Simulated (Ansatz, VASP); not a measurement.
**Two plane-wave programs on Ta**

The input INCAR:

```
AGGAC = 1.0 ; AGGAX = 1.0
ALDAC = 0.0 ; ALDAX = 1.0
ALGO = Normal ; EDIFF = 1E-7
ENCUT = 520 ; GGA = B5
ISIF = 2 ; ISMEAR = -1
LASPH = T ; LCHARG = F
LREAL = F ; LWAVE = F
NBANDS = 24 ; NELM = 60
PREC = Accurate ; SIGMA = 0.1
```

The input KPOINTS:

```
k-points
0
Gamma
  8 8 13
```

Contents of POSCAR:

```
Ta
1.0
    5.1110093772      0.0000000000      0.0000000000
   -2.5555046886      4.4262639597      0.0000000000
    0.0000000000      0.0000000000      2.8601439622
Ta
3
Direct
    1.0000000000      1.0000000000      0.0000000000
    0.3333333333      0.6666666667      0.5000000000
    0.6666666667      0.3333333333      0.5000000000
```

Input for Ansatz:

```yaml
crystal:
  lattice:
    - [5.1110093772, 0.0, 0.0]
    - [-2.5555046886, 4.4262639597, 0.0]
    - [0.0, 0.0, 2.8601439622]
  atoms:
    - { symbol: Ta, position: [1.0, 1.0, 0.0] }
    - { symbol: Ta, position: [0.3333333333, 0.6666666667, 0.5] }
    - { symbol: Ta, position: [0.6666666667, 0.3333333333, 0.5] }
hamiltonian:
  xc: blyp
  pseudopotentials:
    kind: paw
    azcp:
      Ta: "pseudopotentials/Ta.paw.azcp"
basis:
  ecutwfc: 420
  fft_grid_basis: typed
kpoints:
  mp_grid: { grid: [8, 8, 13], shift: [0, 0, 0] }
magnetization:
  spin_polarized: false
scf:
  occupations: { method: fermi_dirac, width: 0.1 }
  lower_state_search: "off"
output:
  stress: true
  write_density: true
  write_potential: true
  elf: true
  volumetric_format: npy
```

Alike in both runs: task single point; functional BLYP; k mesh 8 × 8 × 13; occupations fermi-dirac, width 0.1 eV; no spin polarisation.

|  | VASP | Ansatz |
| --- | --- | --- |
| version | VASP 6.6.1 | Ansatz 0.2.0 |
| potentials or method | VASP PAW PBE potentials, release 64 (Ta_pv), cutoff 520 eV | plane waves (420 eV) with PAW, scalar-relativistic |
| valence electrons in the cell | 33 | 39 |

```csv
,VASP,Ansatz,Ansatz less VASP
pressure (GPa),-15.0,-15.6,-0.56
"traceless stress, the component that is largest in VASP (GPa)",-1.45,-1.47,-0.021
```

VASP's potentials were made for PBE, not for BLYP. VASP's potentials hold 33 valence electrons a cell and Ansatz's 39, so a difference there can come from the potentials and not from the codes.

Spin-orbit coupling is off throughout.
